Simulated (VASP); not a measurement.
# W (Fm-3m) in VASP: further runs

W is run at these levels: r2SCAN; tasks: single point.

All numbers are computed with VASP 6.6.1; they aren't measurements. Logs are shortened: lines on timing, memory, paths and dates and some standing lists are left out, and cuts for length are marked.

## (1) The cell of the first run

The structure is cubic, space group Fm-3m (No. 225). The conventional cell has a = 4.060 Å, b = 4.060 Å, c = 4.060 Å, α = 90.00°, β = 90.00°, γ = 90.00°. Within 3.8 Å of W (site symmetry m-3m) lie 12 W at 2.87 Å.

## (2) Single point, r2SCAN

POSCAR

```
W
1.0
    0.0000000000      2.0300000000      2.0300000000
    2.0300000000      0.0000000000      2.0300000000
    2.0300000000      2.0300000000      0.0000000000
W
1
Direct
    0.0000000000      0.0000000000      0.0000000000
```

INCAR.step1

```
SYSTEM = W
  PREC = Accurate
  ENCUT = 520
  ISMEAR = 1
  SIGMA = 0.05
  LREAL = .False.
  LASPH = .True.
  NELM = 100
  NBANDS = 13
  GGA = PE
  ALGO = Normal
  EDIFF = 1E-4
  LWAVE = .True.
  LCHARG = .False.
```

INCAR.step2

```
SYSTEM = W
  PREC = Accurate
  ENCUT = 520
  EDIFF = 1E-6
  ISMEAR = 1
  SIGMA = 0.05
  LREAL = .False.
  LASPH = .True.
  NELM = 100
  ALGO = Normal
  ISIF = 2
  LWAVE = .False.
  LCHARG = .True.
  METAGGA = R2SCAN
  LMIXTAU = .True.
  LELF = .True.
  LVHAR = .True.
  NBANDS = 13
  ISTART = 1
```

KPOINTS

```
regular mesh
0
Gamma
  3 3 3
  0 0 0
```

Potentials or basis: VASP PAW PBE potentials, release 64 (W_sv).

Command:

```bash
cat potpaw_PBE.64/W_sv/POTCAR > POTCAR
cp INCAR.step1 INCAR
mpirun -np 1 vasp_std > vasp.out
cp INCAR.step2 INCAR
mpirun -np 1 vasp_std > vasp.out
```

OUTCAR:

```text
SYSTEM = W
   PREC = Accurate
   ENCUT = 520
   EDIFF = 1E-6
   ISMEAR = 1
   LREAL = .False.
   LASPH = .True.
   NELM = 100
   ISIF = 2
   METAGGA = R2SCAN
   ISTART = 1

 ion  position               nearest neighbor table
   1  0.000  0.000  0.000-

  LATTYP: Found a face centered cubic cell.
 ALAT       =     4.0600000000

  Lattice vectors:

 A1 = (   0.0000000000,   2.0300000000,   2.0300000000)
 A2 = (   2.0300000000,   0.0000000000,   2.0300000000)
 A3 = (   2.0300000000,   2.0300000000,   0.0000000000)

Analysis of symmetry for initial positions (statically):
=====================================================================
 Subroutine PRICEL returns:
 Original cell was already a primitive cell.

 Routine SETGRP: Setting up the symmetry group for a
 face centered cubic supercell.

 Subroutine GETGRP returns: Found 48 space group operations
 (whereof 48 operations were pure point group operations)
 out of a pool of 48 trial point group operations.

The static configuration has the point symmetry O_h .

Analysis of symmetry for dynamics (positions and initial velocities):
=====================================================================
 Subroutine PRICEL returns:
 Original cell was already a primitive cell.

 Routine SETGRP: Setting up the symmetry group for a
 face centered cubic supercell.

 Subroutine GETGRP returns: Found 48 space group operations
 (whereof 48 operations were pure point group operations)
 out of a pool of 48 trial point group operations.

The dynamic configuration has the point symmetry O_h .

 Subroutine INISYM returns: Found 48 space group operations
 (whereof 48 operations are pure point group operations),
 and found     1 'primitive' translations

----------------------------------------------------------------------------------------

                                     Primitive cell

  volume of cell :      16.7309

  direct lattice vectors                    reciprocal lattice vectors
     0.000000000  2.030000000  2.030000000    -0.246305419  0.246305419  0.246305419
     2.030000000  0.000000000  2.030000000     0.246305419 -0.246305419  0.246305419
     2.030000000  2.030000000  0.000000000     0.246305419  0.246305419 -0.246305419

  length of vectors
     2.870853532  2.870853532  2.870853532     0.426613499  0.426613499  0.426613499

  position of ions in fractional coordinates (direct lattice)
     0.000000000  0.000000000  0.000000000

  ion indices of the primitive-cell ions
   primitive index   ion index
                 1           1

----------------------------------------------------------------------------------------

 KPOINTS: regular mesh

Automatic generation of k-mesh.
 Grid dimensions read from file:
 generate k-points for:    3    3    3

 Generating k-lattice:

  Cartesian coordinates                     Fractional coordinates (reciprocal lattice)
    -0.082101806  0.082101806  0.082101806     0.333333333  0.000000000  0.000000000
     0.082101806 -0.082101806  0.082101806     0.000000000  0.333333333  0.000000000
     0.082101806  0.082101806 -0.082101806     0.000000000  0.000000000  0.333333333

  Length of vectors
     0.142204500  0.142204500  0.142204500

  Shift w.r.t. Gamma in fractional coordinates (k-lattice)
     0.000000000  0.000000000  0.000000000

 Subroutine IBZKPT returns following result:
 ===========================================

 Found      4 irreducible k-points:

 Following reciprocal coordinates:
            Coordinates               Weight
  0.000000  0.000000  0.000000      1.000000
  0.333333  0.000000  0.000000      8.000000
  0.333333  0.333333  0.000000      6.000000
 -0.333333  0.333333  0.000000     12.000000
   k-points           NKPTS =      4   k-points in BZ     NKDIM =      4   number of bands    NBANDS=     13
   number of dos      NEDOS =    301   number of ions     NIONS =      1
   total plane-waves  NPLWV =  13824
   dimension x,y,z NGX =    24 NGY =   24 NGZ =   24
   dimension x,y,z NGXF=    48 NGYF=   48 NGZF=   48
   ions per type =               1
   NGX,Y,Z   is equivalent  to a cutoff of  13.90, 13.90, 13.90 a.u.
   NGXF,Y,Z  is equivalent  to a cutoff of  27.80, 27.80, 27.80 a.u.
 SYSTEM =  W
   PREC   = accura    normal or accurate (medium, high low for compatibility)
   ISTART =      1    job   : 0-new  1-cont  2-samecut
   ICHARG =      0    charge: 1-file 2-atom 10-const
   ISPIN  =      1    spin polarized calculation?
   LNONCOLLINEAR =      F non collinear calculations
   LSORBIT =      F    spin-orbit coupling
   LASPH  =      T    aspherical Exc in radial PAW
   ENCUT  =  520.0 eV  38.22 Ry    6.18 a.u.   5.34  5.34  5.34*2*pi/ulx,y,z
   NELM   =    100;   NELMIN=  2; NELMDL=  0     # of ELM steps
   EDIFF  = 0.1E-05   stopping-criterion for ELM
   LREAL  =      F    real-space projection
   EDIFFG = 0.1E-04   stopping-criterion for IOM
   NSW    =      0    number of steps for IOM
   IBRION =     -1    ionic relax: 0-MD 1-quasi-New 2-CG
   NFREE  =      0    steps in history (QN), initial steepest desc. (CG)
   ISIF   =      2    stress and relaxation
   ISYM   =      2    0-nonsym 1-usesym 2-fastsym
   POTIM  = 0.5000    time-step for ionic-motion
   TEBEG  =    0.0;   TEEND  =   0.0 temperature during run
   PSTRESS=    0.0 pullay stress
   NELECT =      14.0000    total number of electrons
   NUPDOWN=      -1.0000    fix difference up-down
   EMIN   =  10.00;   EMAX   =-10.00  energy-range for DOS
   EFERMI =   0.00;   METHOD = LEGACY
   ISMEAR =     1;   SIGMA  =   0.05  broadening in eV -4-tet -1-fermi 0-gaus
   EFERMI_NEDOS =   21; number of points for ismear=-14 and -15
   IALGO  =     38    algorithm
   IMIX   =      4    mixing-type and parameters
     AMIX     =   0.40;   BMIX     =  1.00
     AMIX_MAG =   1.60;   BMIX_MAG =  1.00
  volume/ion in A,a.u.               =      16.73       112.91
  Fermi-wavevector in a.u.,A,eV,Ry     =   1.542688  2.915258 32.380324  2.379887
  Thomas-Fermi vector in A             =   2.648457
   LORBIT       =      0    0 simple, 1 ext, 2 COOP (PROOUT), +10 PAW based schemes
   METAGGA = R2SCAN    functional components
   LHFCALC =     F    Hartree Fock is set to
   AEXX    =    0.0000 exact exchange contribution
   IVDW    =     0    specifies the selected vdW correction
   LEPSILON=     F    determine dielectric tensor
   LRPA    =     F    only Hartree local field effects (RPA)
 non-spin polarized calculation
 Methfessel and Paxton  Order N= 1 SIGMA  =   0.05
  energy-cutoff  :      520.00
  volume of cell :       16.73
 maximum number of plane-waves:       459
 NGX is ok and might be reduce to    24
   NGX = 11   NGY = 11   NGZ = 11

 number of electron      14.0000002 magnetization

 Free energy of the ion-electron system (eV)
  ---------------------------------------------------
  ext. energy  EPLUGINS =         0.00000000
  ---------------------------------------------------
  free energy    TOTEN  =       -50.41105212 eV

  energy without entropy =      -50.40625997  energy(sigma->0) =      -50.40945473

 E-fermi :   9.8011     XC(G=0): -14.5891

 val. band max:        9.7809580238   @ k =   0.3333   0.0000   0.0000
 cond. band min:      10.2619874923   @ k =   0.3333   0.3333   0.0000
 fundamental gap:      0.4810294684
 Fermi energy:         9.8011226467

 k-point     1 :       0.0000    0.0000    0.0000
  band No.  band energies     occupation
      1     -65.4816      2.00000
      2     -28.4560      2.00000
      3     -28.4560      2.00000
      4     -28.4560      2.00000
      5       0.7071      2.00000
      6       9.5367      2.00000
      7       9.5367      2.00000
      8       9.5367      2.00000
      9      12.8860      0.00000
     10      12.8860      0.00000
     11      23.4190      0.00000
     12      28.9971      0.00000
     13      28.9971      0.00000

 k-point     2 :       0.3333    0.0000    0.0000
  band No.  band energies     occupation
      1     -65.3988      2.00000
      2     -29.3326      2.00000
      3     -28.5718      2.00000
      4     -28.5718      2.00000
      5       3.8968      2.00000
      6       8.7896      2.00000
      7       9.7810      1.62507
      8       9.7810      1.62493
      9      13.8316      0.00000
     10      13.8316      0.00000
     11      22.3304      0.00000
     12      26.0598      0.00000
     13      32.7432      0.00000

 k-point     3 :       0.3333    0.3333    0.0000
  band No.  band energies     occupation
      1     -65.3715      2.00000
      2     -29.2870      2.00000
      3     -28.7685      2.00000
      4     -28.7685      2.00000
      5       4.6892      2.00000
      6       6.2066      2.00000
      7      10.2620     -0.00000
      8      13.2611      0.00000
      9      13.2611      0.00000
     10      14.6257      0.00000
     11      26.2990      0.00000
     12      26.2990      0.00000
     13      28.1471      0.00000

 k-point     4 :      -0.3333    0.3333    0.0000
  band No.  band energies     occupation
      1     -65.3436      2.00000
      2     -29.2356      2.00000
      3     -29.2275      2.00000
      4     -28.7282      2.00000
      5       6.2758      2.00000
      6       7.1773      2.00000
      7       8.9065      2.00000
      8      12.0743      0.00000
      9      14.0604      0.00000
     10      17.3493      0.00000
     11      22.6396      0.00000
     12      23.4427      0.00000
     13      28.9610      0.00000

------------------------ aborting loop because EDIFF is reached ----------------------------------------

  FORCE on cell =-STRESS in cart. coord.  units (eV):
  Direction    XX          YY          ZZ          XY          YZ          ZX
  --------------------------------------------------------------------------------------
  -------------------------------------------------------------------------------------
  Total       -0.2510237     -0.2510237     -0.2510237      0.0000000      0.0000000      0.0000000
  in kB      -24.0384921    -24.0384921    -24.0384921      0.0000000      0.0000000      0.0000000
  external PRESSURE =     -24.0384921 kB  Pullay stress =       0.0000000 kB

 VOLUME and BASIS-vectors are now :
 -----------------------------------------------------------------------------
  energy-cutoff  :      520.00
  volume of cell :       16.73
      direct lattice vectors                 reciprocal lattice vectors
     0.000000000  2.030000000  2.030000000    -0.246305419  0.246305419  0.246305419
     2.030000000  0.000000000  2.030000000     0.246305419 -0.246305419  0.246305419
     2.030000000  2.030000000  0.000000000     0.246305419  0.246305419 -0.246305419

 POSITION                                       TOTAL-FORCE (eV/Angst)
 -----------------------------------------------------------------------------------
      0.00000      0.00000      0.00000         0.000000      0.000000      0.000000
 -----------------------------------------------------------------------------------
    total drift:                               -0.000000      0.000000      0.000000

  FREE ENERGIE OF THE ION-ELECTRON SYSTEM (eV)
  ---------------------------------------------------
  free  energy   TOTEN  =       -50.4110521156 eV

  energy  without entropy=      -50.4062599650  energy(sigma->0) =      -50.40945473
```

It took 9.6 s on 1 thread of AMD EPYC 9R14 (Zen 4), shared host; peak memory 0.11 GiB.

Results:

```
Free energy            : -50.4111 eV
Pressure               : -2.4 GPa
Band gap on the k mesh : zero (band 7 reaches 10.26 eV, above the bottom of band 8 at 9.54 eV)
```

Levels at points of the mesh, in eV from the Fermi level:
| k point | band 4 | band 5 | band 6 | band 7 | band 8 | band 9 | band 10 | band 11 |
| --- | --- | --- | --- | --- | --- | --- | --- | --- |
| (0.00, 0.00, 0.00) | -38.26 | -9.09 | -0.26 | -0.26 | -0.26 | 3.08 | 3.08 | 13.62 |

Caveat: the k points lie up to 0.89 Å⁻¹ apart; the PAW data sets were made with another functional, which shifts forces and pressure a little; spin-orbit coupling is left out, which moves the levels of the heavy elements.

[end of part 1 of 2]
